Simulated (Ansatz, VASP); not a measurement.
## SbSe3: VASP beside Ansatz

```xyz
4
Lattice="-2.2857 2.2857 5.1056 2.2857 -2.2857 5.1056 2.2857 2.2857 -5.1056" Properties=species:S:1:pos:R:3 pbc="T T T"
Sb    0.0000    0.0000    0.0000
Se    0.0000    0.0000    5.1056
Se    2.2857    0.0000    2.5528
Se    0.0000    2.2857    2.5528
```

Alike in both runs: task relaxation of cell and atoms; functional PBE; k mesh 6 × 6 × 6; occupations gaussian, width 0.1 eV; no spin polarisation.

|  | VASP | Ansatz |
| --- | --- | --- |
| version | VASP 6.6.1 | Ansatz 0.2.0 |
| potentials or method | VASP PAW PBE potentials, release 64 (Sb, Se), cutoff 600 eV | scalar-relativistic, plane waves, PAW |
| valence electrons in the cell | 23 | 63 |

Ansatz gave:

```
gap on the k mesh at the Fermi level, each at its own relaxed structure (eV) : none
relaxed volume (Å³/atom)                                                     : 26.05
relaxed length of the cell vector where the two differ most in proportion (Å)              : 7.324
```

Question: Estimate VASP's values.

Answer: gap on the k mesh at the Fermi level, each at its own relaxed structure (eV): none; relaxed volume (Å³/atom): 26.30; relaxed length of the cell vector where the two differ most in proportion (Å): 7.389.

A gap of «none» marks a metal or a gap that the smearing closes. VASP's potentials hold 23 valence electrons a cell and Ansatz's 63, so a difference there can come from the potentials and not from the codes.

Neither program's run includes spin-orbit coupling.
